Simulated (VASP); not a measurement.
# Y (Im-3m) in VASP: notebook

Y is run at these levels: PBEsol; tasks: single point, relaxation of cell and atoms.

Everything below comes from runs of VASP 6.6.1. Logs are shortened: lines on timing, memory, paths and dates and some standing lists are left out, and cuts for length are marked.

### Step 1. The cell of the first run

It takes space group Im-3m (No. 229, cubic). Conventional cell: a = 3.978 Å, b = 3.978 Å, c = 3.978 Å, α = 90.00°, β = 90.00°, γ = 90.00°. Within 4.5 Å of Y (site symmetry m-3m) lie 14 Y at 3.44 to 3.98 Å.

This isn't the form of Y at room conditions, which is hcp.

### Step 2. Single point, PBEsol

The input, INCAR:

```
PREC     = Accurate       # precision mode
ENCUT    = 500            # plane-wave cutoff, eV
EDIFF    = 1E-6           # SCF threshold, eV
ISMEAR   = 0              # smearing method
SIGMA    = 0.1            # smearing width, eV
LREAL    = False          # projectors in reciprocal space
LASPH    = True           # aspherical terms in the spheres
NELM     = 120            # most SCF steps
ALGO     = Normal         # electronic algorithm
ISIF     = 2              # what is computed and relaxed
LWAVE    = False          # write WAVECAR
LCHARG   = False          # write CHGCAR
GGA      = PS             # functional
NBANDS   = 12             # bands
GGA_COMPAT= False
```

The input, KPOINTS:

```
Automatic mesh
0
Gamma
  8 8 8
```

The input, POSCAR:

```
Y
1.0
    1.9888893870      1.9888893870      1.9888893870
   -1.9888893870      1.9888893870      1.9888893870
   -1.9888893870     -1.9888893870      1.9888893870
Y
1
Direct
    0.0000000000      0.0000000000      0.0000000000
```

Potentials or basis: VASP PAW PBE potentials, release 64 (Y_sv).

Run with:

```
$ cat potpaw_PBE.64/Y_sv/POTCAR > POTCAR
$ mpirun -np 1 vasp_std > vasp.out
```

OUTCAR:

```text
PREC = Accurate
   ENCUT = 500
   EDIFF = 1E-6
   ISMEAR = 0
   LREAL = False
   LASPH = True
   NELM = 120
   ISIF = 2
   GGA = PS

 ion  position               nearest neighbor table
   1  0.000  0.000  0.000-

  LATTYP: Found a body centered cubic cell.
 ALAT       =     3.9777787740

  Lattice vectors:

 A1 = (   1.9888893870,  -1.9888893870,  -1.9888893870)
 A2 = (   1.9888893870,   1.9888893870,   1.9888893870)
 A3 = (  -1.9888893870,  -1.9888893870,   1.9888893870)

Analysis of symmetry for initial positions (statically):
=====================================================================
 Subroutine PRICEL returns:
 Original cell was already a primitive cell.

 Routine SETGRP: Setting up the symmetry group for a
 body centered cubic supercell.

 Subroutine GETGRP returns: Found 48 space group operations
 (whereof 48 operations were pure point group operations)
 out of a pool of 48 trial point group operations.

The static configuration has the point symmetry O_h .

Analysis of symmetry for dynamics (positions and initial velocities):
=====================================================================
 Subroutine PRICEL returns:
 Original cell was already a primitive cell.

 Routine SETGRP: Setting up the symmetry group for a
 body centered cubic supercell.

 Subroutine GETGRP returns: Found 48 space group operations
 (whereof 48 operations were pure point group operations)
 out of a pool of 48 trial point group operations.

The dynamic configuration has the point symmetry O_h .

 Subroutine INISYM returns: Found 48 space group operations
 (whereof 48 operations are pure point group operations),
 and found     1 'primitive' translations

----------------------------------------------------------------------------------------

                                     Primitive cell

  volume of cell :      31.4696

  direct lattice vectors                    reciprocal lattice vectors
     1.988889387  1.988889387  1.988889387     0.251396585  0.000000000  0.251396585
    -1.988889387  1.988889387  1.988889387    -0.251396585  0.251396585  0.000000000
    -1.988889387 -1.988889387  1.988889387     0.000000000 -0.251396585  0.251396585

  length of vectors
     3.444857469  3.444857469  3.444857469     0.355528460  0.355528460  0.355528460

  position of ions in fractional coordinates (direct lattice)
     0.000000000  0.000000000  0.000000000

  ion indices of the primitive-cell ions
   primitive index   ion index
                 1           1

----------------------------------------------------------------------------------------

 KPOINTS: Automatic mesh

Automatic generation of k-mesh.
 Grid dimensions read from file:
 generate k-points for:    8    8    8

 Generating k-lattice:

  Cartesian coordinates                     Fractional coordinates (reciprocal lattice)
     0.031424573  0.000000000  0.031424573     0.125000000  0.000000000  0.000000000
    -0.031424573  0.031424573  0.000000000     0.000000000  0.125000000  0.000000000
     0.000000000 -0.031424573  0.031424573     0.000000000  0.000000000  0.125000000

  Length of vectors
     0.044441058  0.044441058  0.044441058

  Shift w.r.t. Gamma in fractional coordinates (k-lattice)
     0.000000000  0.000000000  0.000000000

 Subroutine IBZKPT returns following result:
 ===========================================

 Found     29 irreducible k-points:

 Following reciprocal coordinates:
            Coordinates               Weight
  0.000000  0.000000  0.000000      1.000000
  0.125000  0.000000  0.000000     12.000000
  0.250000  0.000000  0.000000     12.000000
  0.375000  0.000000  0.000000     12.000000
  0.500000  0.000000  0.000000      6.000000
  0.250000  0.125000  0.000000     24.000000
[... 16 lines left out ...]
  0.375000  0.250000  0.250000     24.000000
  0.500000  0.250000  0.250000     12.000000
 [... further k-points ...]
   k-points           NKPTS =     29   k-points in BZ     NKDIM =     29   number of bands    NBANDS=     12
   number of dos      NEDOS =    301   number of ions     NIONS =      1
   total plane-waves  NPLWV =  21952
   dimension x,y,z NGX =    28 NGY =   28 NGZ =   28
   dimension x,y,z NGXF=    56 NGYF=   56 NGZF=   56
   ions per type =               1
   NGX,Y,Z   is equivalent  to a cutoff of  13.51, 13.51, 13.51 a.u.
   NGXF,Y,Z  is equivalent  to a cutoff of  27.03, 27.03, 27.03 a.u.
 SYSTEM =  unknown system
   PREC   = accura    normal or accurate (medium, high low for compatibility)
   ISTART =      0    job   : 0-new  1-cont  2-samecut
   ICHARG =      2    charge: 1-file 2-atom 10-const
   ISPIN  =      1    spin polarized calculation?
   LNONCOLLINEAR =      F non collinear calculations
   LSORBIT =      F    spin-orbit coupling
   LASPH  =      T    aspherical Exc in radial PAW
   ENCUT  =  500.0 eV  36.75 Ry    6.06 a.u.   6.28  6.28  6.28*2*pi/ulx,y,z
   NELM   =    120;   NELMIN=  2; NELMDL= -5     # of ELM steps
   EDIFF  = 0.1E-05   stopping-criterion for ELM
   LREAL  =      F    real-space projection
   EDIFFG = 0.1E-04   stopping-criterion for IOM
   NSW    =      0    number of steps for IOM
   IBRION =     -1    ionic relax: 0-MD 1-quasi-New 2-CG
   NFREE  =      0    steps in history (QN), initial steepest desc. (CG)
   ISIF   =      2    stress and relaxation
   ISYM   =      2    0-nonsym 1-usesym 2-fastsym
   POTIM  = 0.5000    time-step for ionic-motion
   TEBEG  =    0.0;   TEEND  =   0.0 temperature during run
   PSTRESS=    0.0 pullay stress
   NELECT =      11.0000    total number of electrons
   NUPDOWN=      -1.0000    fix difference up-down
   EMIN   =  10.00;   EMAX   =-10.00  energy-range for DOS
   EFERMI =   0.00;   METHOD = LEGACY
   ISMEAR =     0;   SIGMA  =   0.10  broadening in eV -4-tet -1-fermi 0-gaus
   EFERMI_NEDOS =   21; number of points for ismear=-14 and -15
   IALGO  =     38    algorithm
   IMIX   =      4    mixing-type and parameters
     AMIX     =   0.40;   BMIX     =  1.00
     AMIX_MAG =   1.60;   BMIX_MAG =  1.00
  volume/ion in A,a.u.               =      31.47       212.37
  Fermi-wavevector in a.u.,A,eV,Ry     =   1.153210  2.179251 18.094300  1.329894
  Thomas-Fermi vector in A             =   2.289856
   LORBIT       =      0    0 simple, 1 ext, 2 COOP (PROOUT), +10 PAW based schemes
   GGA     = PS    functional components
   LHFCALC =     F    Hartree Fock is set to
   AEXX    =    0.0000 exact exchange contribution
   IVDW    =     0    specifies the selected vdW correction
   LEPSILON=     F    determine dielectric tensor
   LRPA    =     F    only Hartree local field effects (RPA)
 non-spin polarized calculation
 Gauss-broadening in eV      SIGMA  =   0.10
  energy-cutoff  :      500.00
  volume of cell :       31.47
 maximum number of plane-waves:       814
 NGX is ok and might be reduce to    28
   NGX = 13   NGY = 13   NGZ = 13

 number of electron      11.0000000 magnetization

 Free energy of the ion-electron system (eV)
  ---------------------------------------------------
  ext. energy  EPLUGINS =         0.00000000
  ---------------------------------------------------
  free energy    TOTEN  =        -6.69542291 eV

  energy without entropy =       -6.68213853  energy(sigma->0) =       -6.68878072

 E-fermi :   3.2328     XC(G=0):  -9.7047

 val. band max:        3.2244140020   @ k =   0.2500  -0.3750   0.1250
 cond. band min:       3.2334368655   @ k =   0.1250   0.5000   0.1250
 fundamental gap:      0.0090228634
 Fermi energy:         3.2328118719

 k-point     1 :       0.0000    0.0000    0.0000
  band No.  band energies     occupation
      1     -39.4276      2.00000
      2     -19.1088      2.00000
      3     -19.1088      2.00000
      4     -19.1088      2.00000
      5      -1.6668      2.00000
      6       4.9200      0.00000
      7       4.9200      0.00000
      8       4.9200      0.00000
      9       6.9589      0.00000
     10       6.9589      0.00000
     11      13.6470      0.00000
     12      13.6470      0.00000

 k-point     2 :       0.1250    0.0000    0.0000
  band No.  band energies     occupation
      1     -39.4157      2.00000
      2     -19.2080      2.00000
      3     -19.1394      2.00000
      4     -19.1094      2.00000
      5      -1.2472      2.00000
      6       4.6249      0.00000
      7       4.7391      0.00000
      8       5.3323      0.00000
      9       6.5969      0.00000
     10       6.9557      0.00000
     11      13.9895      0.00000
     12      14.4387      0.00000

 k-point     3 :       0.2500    0.0000    0.0000
  band No.  band energies     occupation
      1     -39.3868      2.00000
      2     -19.4391      2.00000
      3     -19.2123      2.00000
      4     -19.1108      2.00000
      5      -0.1762      2.00000
      6       4.0284      0.00000
      7       4.0674      0.00000
      8       6.5090      0.00000
      9       6.5885      0.00000
     10       7.0566      0.00000
     11      13.6920      0.00000
     12      14.6020      0.00000
[... 286 lines left out ...]
 k-point    23 :       0.3750    0.2500    0.2500
  band No.  band energies     occupation
      1     -39.3265      2.00000
      2     -19.5839      2.00000
      3     -19.4024      2.00000
      4     -19.3441      2.00000
      5       1.8716      2.00000
      6       2.7956      2.00000
      7       5.0389      0.00000
      8       5.4281      0.00000
      9       7.5724      0.00000
     10       7.8283      0.00000
     11      12.8306      0.00000
     12      14.0690      0.00000

 k-point    24 :       0.5000    0.2500    0.2500
  band No.  band energies     occupation
      1     -39.3161      2.00000
      2     -19.6511      2.00000
      3     -19.4342      2.00000
      4     -19.3378      2.00000
      5       2.1064      2.00000
      6       2.6376      2.00000
      7       4.9500      0.00000
      8       5.2626      0.00000
      9       8.7272      0.00000
     10       9.0401      0.00000
     11      11.0641      0.00000
     12      12.5968      0.00000

 [... further k-points ...]

------------------------ aborting loop because EDIFF is reached ----------------------------------------

  FORCE on cell =-STRESS in cart. coord.  units (eV):
  Direction    XX          YY          ZZ          XY          YZ          ZX
  --------------------------------------------------------------------------------------
  -------------------------------------------------------------------------------------
  Total       -0.0288520     -0.0288520     -0.0288520      0.0000000     -0.0000000      0.0000000
  in kB       -1.4689070     -1.4689070     -1.4689070      0.0000000     -0.0000000      0.0000000
  external PRESSURE =      -1.4689070 kB  Pullay stress =       0.0000000 kB

 VOLUME and BASIS-vectors are now :
 -----------------------------------------------------------------------------
  energy-cutoff  :      500.00
  volume of cell :       31.47
      direct lattice vectors                 reciprocal lattice vectors
     1.988889387  1.988889387  1.988889387     0.251396585  0.000000000  0.251396585
    -1.988889387  1.988889387  1.988889387    -0.251396585  0.251396585  0.000000000
    -1.988889387 -1.988889387  1.988889387     0.000000000 -0.251396585  0.251396585

 POSITION                                       TOTAL-FORCE (eV/Angst)
 -----------------------------------------------------------------------------------
      0.00000      0.00000      0.00000        -0.000000      0.000000     -0.000000
 -----------------------------------------------------------------------------------
    total drift:                               -0.000000     -0.000000     -0.000000

  FREE ENERGIE OF THE ION-ELECTRON SYSTEM (eV)
  ---------------------------------------------------
  free  energy   TOTEN  =        -6.6954229086 eV

  energy  without entropy=       -6.6821385295  energy(sigma->0) =       -6.68878072
```

It took 6.9 s on 1 thread of Intel Xeon 6975P-C (Granite Rapids), shared host; peak memory 0.17 GiB.

What came out:

| Item | Value |
| --- | --- |
| Free energy | -6.6954 eV |
| Pressure | -0.1 GPa |
| Band gap on the k mesh | zero (an odd number of electrons rules out a gap without spin polarisation) |

Caveat: the PAW data sets were made with another functional, which shifts forces and pressure a little.

### Step 3. Relaxation of cell and atoms, PBEsol

This run uses another cell than the first one, of 32.97 Å³/atom.

The input, INCAR:

```
SYSTEM = Y
PREC = Accurate
ENCUT = 500
EDIFF = 1E-7
ISMEAR = 0
SIGMA = 0.1
LREAL = .False.
LASPH = .True.
NELM = 120
ALGO = Normal
ISIF = 3
LWAVE = .False.
LCHARG = .False.
GGA = PS
IBRION = 2
NSW = 60
EDIFFG = -0.03
GGA_COMPAT = .False.
NELMIN = 4
```

The input, KPOINTS:

```
regular mesh
0
Gamma
  8 8 8
  0 0 0
```

The input, POSCAR:

```
Y
1.0
    2.0200000000      2.0200000000      2.0200000000
   -2.0200000000      2.0200000000      2.0200000000
   -2.0200000000     -2.0200000000      2.0200000000
Y
1
Direct
    0.0000000000      0.0000000000      0.0000000000
```

Potentials or basis: VASP PAW PBE potentials, release 64 (Y_sv).

Run with:

```
$ cat potpaw_PBE.64/Y_sv/POTCAR > POTCAR
$ mpirun -np 1 vasp_std > vasp.out
```

Wall time 16 s (1 thread of Intel Xeon 6975P-C (Granite Rapids), shared host); peak memory 0.17 GiB.

The run converged. Its results:

```
Free energy                           : -6.6956 eV
Relaxed volume                        : 31.36 Å³/atom
Relaxed cell                          : a = 3.441 Å, b = 3.441 Å, c = 3.441 Å, α = 70.53°, β = 109.47°, γ = 70.53°
Space group after relaxing (to 0.1 Å) : Im-3m (No. 229)
Energy gained by relaxing             : 10.0 meV/atom
Ionic steps                           : 3
Pressure after relaxing               : 0.0 GPa
Band gap on the k mesh                : zero (an odd number of electrons rules out a gap without spin polarisation)
```

Step by step:
```tsv
step	energy change (eV)	largest force (eV/Å)	pressure (GPa)	volume (Å³)
1	0.0000	0.0000	-1.91	32.97
2	-0.0097	0.0000	0.31	31.13
3	-0.0100	0.0000	0.00	31.36
```

Final structure:
```xyz
1
Lattice="1.9865 1.9865 1.9865 -1.9865 1.9865 1.9865 -1.9865 -1.9865 1.9865" Properties=species:S:1:pos:R:3 pbc="T T T"
Y     0.0000    0.0000    0.0000
```

Levels at points of the mesh, in eV from the Fermi level:
| k point | band 2 | band 3 | band 4 | band 5 | band 6 | band 7 | band 8 | band 9 |
| --- | --- | --- | --- | --- | --- | --- | --- | --- |
| (0.00, 0.00, 0.00) | -22.33 | -22.33 | -22.33 | -4.91 | 1.69 | 1.69 | 1.69 | 3.74 |
| (0.50, 0.00, 0.00) | -22.98 | -22.54 | -22.33 | -2.09 | 0.12 | 0.90 | 3.67 | 4.36 |
| (0.50, 0.50, 0.50) | -22.78 | -22.78 | -22.78 | -1.58 | -1.58 | 5.55 | 5.55 | 5.55 |

Caveat: the PAW data sets were made with another functional, which shifts forces and pressure a little.
